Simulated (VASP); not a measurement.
Runs of VASP 6.6.1 on As. The structure is that of space group P6/mmm (No. 191), or close to it. The cells are those of the table. 

```csv
task,cell,cutoff (eV),k mesh for the DOS,occupations for the DOS,gap on the mesh (eV),pressure (GPa)
single point,"a = 3.660, b = 3.660, c = 2.144 Å, angles 90.0, 90.0, 120.0°, 3 atoms",520,-,-,none,436.4
relaxation of shape and atoms at fixed volume,"relaxed from a = 4.659, b = 4.659, c = 2.709 Å, angles 90.0, 90.0, 120.0°, 3 atoms",600,-,-,none,13.7
single point,"a = 4.275, b = 4.275, c = 2.485 Å, angles 90.0, 90.0, 120.0°, 3 atoms",520,-,-,none,71.5
single point,"a = 4.862, b = 4.862, c = 2.826 Å, angles 90.0, 90.0, 120.0°, 3 atoms",520,-,-,none,0.1
single point,"a = 3.853, b = 3.853, c = 2.250 Å, angles 90.0, 90.0, 120.0°, 3 atoms",520,-,-,none,(a)
relaxation of cell and atoms,"relaxed from a = 4.735, b = 4.735, c = 2.936 Å, angles 90.0, 90.0, 120.0°, 3 atoms",600,-,-,none,0.0
```

Alike in all rows: level PBE; potentials or basis VASP PAW PBE potentials, release 64 (As); no spin polarisation; k mesh 8 × 8 × 10; smearing fermi-dirac 0.1 eV.

Problem. Estimate the missing entries.

Solution. (a) 255.1.

A k mesh can miss the band edges, and the runs leave out spin-orbit coupling on As.

A gap of «none» marks levels without a gap at the run's occupations.
